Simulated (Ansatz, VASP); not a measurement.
## BN in VASP and in Ansatz

Contents of INCAR:

```
  PREC = Accurate
  ENCUT = 520
  EDIFF = 1E-6
  ISMEAR = 0
  SIGMA = 0.02
  LREAL = False
  LASPH = True
  NELM = 60
  ALGO = Normal
  ISIF = 2
  LWAVE = False
  LCHARG = True
  GGA = PE
  LELF = True
  LVHAR = True
  NBANDS = 11
```

File KPOINTS:

```
regular mesh
0
Gamma
  14 14 14
```

File POSCAR:

```
BN
1.0
    0.0000000000      3.4953158300      2.1660912400
    1.2516321000      0.0000000000      2.1660912400
    1.2516321000      3.4953158300      0.0000000000
B N
1 1
Direct
    0.0000486500      0.0000486500      0.9999513500
    0.6666513400      0.6666513400      0.3333486600
```

Input for Ansatz:

```yaml
crystal:
  lattice:
    - [0.0, 3.49531583, 2.16609124]
    - [1.2516321, 0.0, 2.16609124]
    - [1.2516321, 3.49531583, 0.0]
  atoms:
    - { symbol: B, position: [4.865e-05, 4.865e-05, 0.99995135] }
    - { symbol: "N", position: [0.66665134, 0.66665134, 0.33334866] }
basis:
  ecutwfc: 420
kpoints:
  mp_grid: { grid: [14, 14, 14] }
hamiltonian:
  xc: pbe
scf:
  occupations: { method: gaussian, width: 0.02 }
output:
  forces: true
  stress: true
  eigenvalues: true
  write_density: true
  write_potential: true
  elf: true
  volumetric_format: npy
```

Alike in both runs: task single point; functional PBE; k mesh 14 × 14 × 14; occupations gaussian, width 0.02 eV; no spin polarisation.

```csv
,VASP,Ansatz
version,VASP 6.6.1,Ansatz 0.2.0
potentials or method,"VASP PAW PBE potentials, release 64 (B, N), cutoff 520 eV","scalar-relativistic, plane waves, PAW"
valence electrons in the cell,8,8
```

|  | VASP | Ansatz | Ansatz less VASP |
| --- | --- | --- | --- |
| gap on the k mesh at the Fermi level (eV) | 3.78 | 3.79 | +0.008 |
| least direct gap on the mesh (eV) | 4.67 | 4.67 | +0.004 |
| pressure (GPa) | 3.3 | 3.2 | -0.06 |
| traceless stress, the component that is largest in VASP (GPa) | -1.69 | -1.49 | +0.205 |
| rms of the force components (eV/Å) | 0.006 | 0.006 | 0.0000 |

Atom by atom the forces differ by 0.000 eV/Å (rms over components).
